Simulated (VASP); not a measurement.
Input of a VASP 6.6.1 run:

The input INCAR:

```
  PREC = Accurate
  ENCUT = 520
  EDIFF = 1E-7
  ISMEAR = -1
  SIGMA = 0.05
  LREAL = F
  LASPH = T
  NELM = 60
  ALGO = Normal
  ISIF = 2
  LWAVE = F
  LCHARG = T
  GGA = PE
  LELF = T
  LVHAR = T
  NBANDS = 17
```

File KPOINTS:

```
Automatic mesh
0
Gamma
  14 14 14
```

Contents of POSCAR:

```
Pt
1.0
    0.0000000000      2.8877575196      2.8877575196
    2.8877575196      0.0000000000      2.8877575196
    2.8877575196      2.8877575196      0.0000000000
Pt
2
Direct
   -0.1250000000     -0.1250000000     -0.1250000000
    0.1250000000      0.1250000000      0.1250000000
```

Potentials or basis: VASP PAW PBE potentials, release 64 (Pt).

Run with:

```sh
$ cat potpaw_PBE.64/Pt/POTCAR > POTCAR
$ mpirun -np 1 vasp_std > vasp.out
```

(1) Estimate the band gap on the k mesh.

(2) What does it give for the pressure?

Results:

(1) zero (band 10 reaches 5.22 eV, above the bottom of band 11 at 4.62 eV).

(2) -0.4 GPa.

Caveat: spin-orbit coupling is left out, which moves the levels of the heavy elements.
